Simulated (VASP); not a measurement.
# TiAl3 (P1) in VASP: single point with PBEsol

Aim: the single point of TiAl3 with PBEsol.

Everything below comes from runs of VASP 6.6.1. Logs are shortened: lines on timing, memory, paths and dates and some standing lists are left out, and cuts for length are marked.

## Step 1: The cell of the first run

The typed cell holds 4 atoms: a = 3.954 Å, b = 3.998 Å, c = 3.902 Å, α = 90.41°, β = 88.73°, γ = 89.71°.

## Step 2: Single point, PBEsol (atoms moved at random and the cell strained at random)

File INCAR:

```
SYSTEM = TiAl3
ALGO = Normal ; EDIFF = 1E-6
ENCUT = 500 ; GGA = PS
GGA_COMPAT = .False. ; ISIF = 2
ISMEAR = 0 ; LASPH = .True.
LCHARG = .False. ; LREAL = .False.
LWAVE = .False. ; NBANDS = 18
NELM = 120 ; PREC = Accurate
SIGMA = 0.15
```

File KPOINTS:

```
k-points
0
Gamma
  12 12 12
  0 0 0
```

File POSCAR:

```
TiAl3
1.0
    3.9542033465      0.0101746961      0.0435710802
    0.0101746961      3.9976128041     -0.0140994604
    0.0435710802     -0.0140994604      3.9015893162
Ti Al
1 3
Direct
   -0.0162948542      0.0085481481      0.0010791386
    0.5183434237      0.4893150683     -0.0137670326
    0.4912659355      0.0151842843      0.5020618402
    0.0066854950      0.4869524994      0.5106260538
```

Potentials or basis: VASP PAW PBE potentials, release 64 (Ti_sv, Al).

The run is started by

```sh
> cat potpaw_PBE.64/Ti_sv/POTCAR potpaw_PBE.64/Al/POTCAR > POTCAR
> mpirun -np 1 vasp_std > vasp.out
```

OUTCAR:

```text
SYSTEM = TiAl3
   EDIFF = 1E-6
   ENCUT = 500
   GGA = PS
   ISIF = 2
   ISMEAR = 0
   LASPH = .True.
   LREAL = .False.
   NELM = 120
   PREC = Accurate

 ion  position               nearest neighbor table
   1  0.984  0.009  0.001-   2 2.66   4 2.72   3 2.73   4 2.75   3 2.77   2 2.78   3 2.78   4 2.82
                             3 2.83   2 2.86   4 2.89   2 2.95
   2  0.518  0.489  0.986-   4 2.65   1 2.66   3 2.67   3 2.78   4 2.78   1 2.78   3 2.84   4 2.84
                             4 2.85   1 2.86   3 2.90   1 2.95
   3  0.491  0.015  0.502-   2 2.67   4 2.68   1 2.73   1 2.77   2 2.78   1 2.78   4 2.78   1 2.83
                             2 2.84   4 2.86   2 2.90   4 2.93
   4  0.007  0.487  0.511-   2 2.65   3 2.68   1 2.72   1 2.75   2 2.78   3 2.78   1 2.82   2 2.84
                             2 2.85   3 2.86   1 2.89   3 2.93

  LATTYP: Found a triclinic cell.
 ALAT       =     3.9544564821
 B/A-ratio  =     1.4183426851
 C/A-ratio  =     1.7422341879
 COS(alpha) =     0.0028359885
 COS(beta)  =     0.5894809313
 COS(gamma) =     0.7014281114

  Lattice vectors:

 A1 = (  -3.9542033465,  -0.0101746961,  -0.0435710802)
 A2 = (  -3.9440286504,   3.9874381080,  -0.0576705406)
 A3 = (  -4.0079491228,  -3.9936880398,  -3.9310609360)

Analysis of symmetry for initial positions (statically):
=====================================================================
 Subroutine PRICEL returns:
 Original cell was already a primitive cell.

 Routine SETGRP: Setting up the symmetry group for a
 triclinic supercell.

 Subroutine GETGRP returns: Found  1 space group operations
 (whereof  1 operations were pure point group operations)
 out of a pool of  2 trial point group operations.

The static configuration has the point symmetry C_1 .

Analysis of symmetry for dynamics (positions and initial velocities):
=====================================================================
 Subroutine PRICEL returns:
 Original cell was already a primitive cell.

 Routine SETGRP: Setting up the symmetry group for a
 triclinic supercell.

 Subroutine GETGRP returns: Found  1 space group operations
 (whereof  1 operations were pure point group operations)
 out of a pool of  2 trial point group operations.

The dynamic configuration has the point symmetry C_1 .

 Subroutine INISYM returns: Found  1 space group operations
 (whereof  1 operations are pure point group operations),
 and found     1 'primitive' translations

----------------------------------------------------------------------------------------

[... 99 lines left out ...]
   NSW    =      0    number of steps for IOM
   IBRION =     -1    ionic relax: 0-MD 1-quasi-New 2-CG
   NFREE  =      0    steps in history (QN), initial steepest desc. (CG)
   ISIF   =      2    stress and relaxation
   ISYM   =      2    0-nonsym 1-usesym 2-fastsym
   POTIM  = 0.5000    time-step for ionic-motion
   TEBEG  =    0.0;   TEEND  =   0.0 temperature during run
   PSTRESS=    0.0 pullay stress
   NELECT =      21.0000    total number of electrons
   NUPDOWN=      -1.0000    fix difference up-down
   EMIN   =  10.00;   EMAX   =-10.00  energy-range for DOS
   EFERMI =   0.00;   METHOD = LEGACY
   ISMEAR =     0;   SIGMA  =   0.15  broadening in eV -4-tet -1-fermi 0-gaus
   EFERMI_NEDOS =   21; number of points for ismear=-14 and -15
   IALGO  =     38    algorithm
   IMIX   =      4    mixing-type and parameters
     AMIX     =   0.40;   BMIX     =  1.00
     AMIX_MAG =   1.60;   BMIX_MAG =  1.00
  volume/ion in A,a.u.               =      15.42       104.03
  Fermi-wavevector in a.u.,A,eV,Ry     =   1.143233  2.160397 17.782570  1.306982
  Thomas-Fermi vector in A             =   2.279929
   LORBIT       =      0    0 simple, 1 ext, 2 COOP (PROOUT), +10 PAW based schemes
   GGA     = PS    functional components
   LHFCALC =     F    Hartree Fock is set to
   AEXX    =    0.0000 exact exchange contribution
   IVDW    =     0    specifies the selected vdW correction
   LEPSILON=     F    determine dielectric tensor
   LRPA    =     F    only Hartree local field effects (RPA)
 non-spin polarized calculation
 Gauss-broadening in eV      SIGMA  =   0.15
  energy-cutoff  :      500.00
  volume of cell :       61.67
 maximum number of plane-waves:      1584
 NGX is ok and might be reduce to    30
   NGX = 15   NGY = 15   NGZ = 15

 number of electron      20.9999998 magnetization

 Free energy of the ion-electron system (eV)
  ---------------------------------------------------
  ext. energy  EPLUGINS =         0.00000000
  ---------------------------------------------------
  free energy    TOTEN  =       -21.97327493 eV

  energy without entropy =      -21.94560545  energy(sigma->0) =      -21.95944019

 E-fermi :   9.0747     XC(G=0): -10.9244

 val. band max:        9.0733491953   @ k =  -0.0833   0.2500   0.2500
 cond. band min:       9.0759911411   @ k =   0.1667   0.5000   0.2500
 fundamental gap:      0.0026419457
 Fermi energy:         9.0747381786

 k-point     1 :       0.0000    0.0000    0.0000
  band No.  band energies     occupation
      1     -47.6166      2.00000
      2     -24.0387      2.00000
      3     -24.0300      2.00000
      4     -24.0115      2.00000
      5      -1.7704      2.00000
      6       5.8140      2.00000
[... 481 lines left out ...]
      5      -0.4763      2.00000
      6       2.6630      2.00000
[... 10 lines left out ...]
     17      13.2616      0.00000
     18      14.6081      0.00000

 [... further k-points ...]

------------------------ aborting loop because EDIFF is reached ----------------------------------------

  FORCE on cell =-STRESS in cart. coord.  units (eV):
  Direction    XX          YY          ZZ          XY          YZ          ZX
  --------------------------------------------------------------------------------------
  -------------------------------------------------------------------------------------
  Total        0.3865478     -0.1620166      0.8122685     -0.4236891      0.3142072     -0.8159589
  in kB       10.0432528     -4.2095024     21.1042944    -11.0082567      8.1637070    -21.2001774
  external PRESSURE =       8.9793482 kB  Pullay stress =       0.0000000 kB

 VOLUME and BASIS-vectors are now :
 -----------------------------------------------------------------------------
  energy-cutoff  :      500.00
  volume of cell :       61.67
      direct lattice vectors                 reciprocal lattice vectors
     3.954203346  0.010174696  0.043571080     0.252928273 -0.000653722 -0.002826944
     0.010174696  3.997612804 -0.014099460    -0.000653722  0.250154167  0.000911301
     0.043571080 -0.014099460  3.901589316    -0.002826944  0.000911301  0.256340671

 POSITION                                       TOTAL-FORCE (eV/Angst)
 -----------------------------------------------------------------------------------
      3.88990      0.04417      0.04695         0.757000     -0.663155      0.073926
      2.09759      1.94746      3.86356        -0.767556      0.651340      0.591504
      1.96460      0.05862      1.98003         0.082512     -0.672710     -0.188742
      0.05364      1.93952      1.98568        -0.071956      0.684526     -0.476688
 -----------------------------------------------------------------------------------
    total drift:                               -0.000231      0.000443     -0.000232

  FREE ENERGIE OF THE ION-ELECTRON SYSTEM (eV)
  ---------------------------------------------------
  free  energy   TOTEN  =       -21.9732749269 eV

  energy  without entropy=      -21.9456054468  energy(sigma->0) =      -21.95944019
```

OSZICAR:

```text
N       E                     dE             d eps       ncg     rms          rms(c)
DAV:   1     0.118270252874E+03    0.11827E+03   -0.87981E+03 31248   0.106E+03
DAV:   2    -0.149327999115E+02   -0.13320E+03   -0.12950E+03 31806   0.286E+02
DAV:   3    -0.238162257877E+02   -0.88834E+01   -0.86936E+01 49946   0.670E+01
DAV:   4    -0.240720112777E+02   -0.25579E+00   -0.25469E+00 38184   0.104E+01
DAV:   5    -0.240814744736E+02   -0.94632E-02   -0.94600E-02 47218   0.203E+00    0.116E+01
DAV:   6    -0.229604017041E+02    0.11211E+01   -0.24659E+01 45046   0.359E+01    0.776E+00
DAV:   7    -0.220718431137E+02    0.88856E+00   -0.10802E+01 39814   0.221E+01    0.349E+00
DAV:   8    -0.220194842582E+02    0.52359E-01   -0.12918E+00 40712   0.835E+00    0.163E+00
DAV:   9    -0.219736838283E+02    0.45800E-01   -0.35438E-01 40410   0.429E+00    0.277E-01
DAV:  10    -0.219750924413E+02   -0.14086E-02   -0.86708E-03 38016   0.610E-01    0.326E-01
DAV:  11    -0.219732666334E+02    0.18258E-02   -0.80036E-03 45938   0.582E-01    0.855E-02
DAV:  12    -0.219732752382E+02   -0.86048E-05   -0.20881E-04 36298   0.970E-02    0.356E-02
DAV:  13    -0.219732749269E+02    0.31128E-06   -0.50846E-06 39268   0.169E-02
   1 F= -.21973275E+02 E0= -.21959440E+02  d E =-.276695E-01
```

Wall time 7.6 min (1 thread of Intel Xeon Platinum 8488C (Sapphire Rapids), shared host); peak memory 0.85 GiB.

What came out:

| Item | Value |
| --- | --- |
| Free energy | -21.9733 eV |
| Pressure | 0.9 GPa |
| Largest force | 1.168 eV/Å |
| Band gap on the k mesh | zero (an odd number of electrons rules out a gap without spin polarisation) |

Forces on the atoms (eV/Å):
```
Ti   0.757 -0.663  0.074
Al  -0.768  0.651  0.592
Al   0.083 -0.673 -0.189
Al  -0.072  0.685 -0.477
```

Levels at points of the mesh, in eV from the Fermi level:
| k point | band 7 | band 8 | band 9 | band 10 | band 11 | band 12 | band 13 | band 14 |
| --- | --- | --- | --- | --- | --- | --- | --- | --- |
| (0.00, 0.00, 0.00) | -3.02 | -2.32 | -2.19 | -1.96 | 0.13 | 0.18 | 0.18 | 0.67 |
| (0.50, 0.00, 0.00) | -2.38 | -2.25 | -2.13 | 0.28 | 0.63 | 0.80 | 0.95 | 1.04 |
| (0.00, 0.50, 0.00) | -2.32 | -2.19 | -2.15 | 0.37 | 0.70 | 0.80 | 0.93 | 0.99 |
| (0.50, 0.50, 0.00) | -6.12 | -5.03 | -1.23 | -1.19 | 0.68 | 0.80 | 1.10 | 1.31 |
| (0.00, 0.00, 0.50) | -2.36 | -2.31 | -2.24 | 0.22 | 0.65 | 0.84 | 0.97 | 1.08 |
| (0.50, 0.00, 0.50) | -5.93 | -5.03 | -1.38 | -1.27 | 0.51 | 0.90 | 1.02 | 1.21 |
| (0.00, 0.50, 0.50) | -6.05 | -5.00 | -1.35 | -1.22 | 0.58 | 0.83 | 1.16 | 1.18 |
| (0.50, 0.50, 0.50) | -5.02 | -4.78 | -3.57 | -3.53 | -3.33 | 0.18 | 1.16 | 1.26 |

Caveat: the cell differs from its parent crystal (atoms moved at random and the cell strained at random); the PAW data sets were made with another functional, which shifts forces and pressure a little.
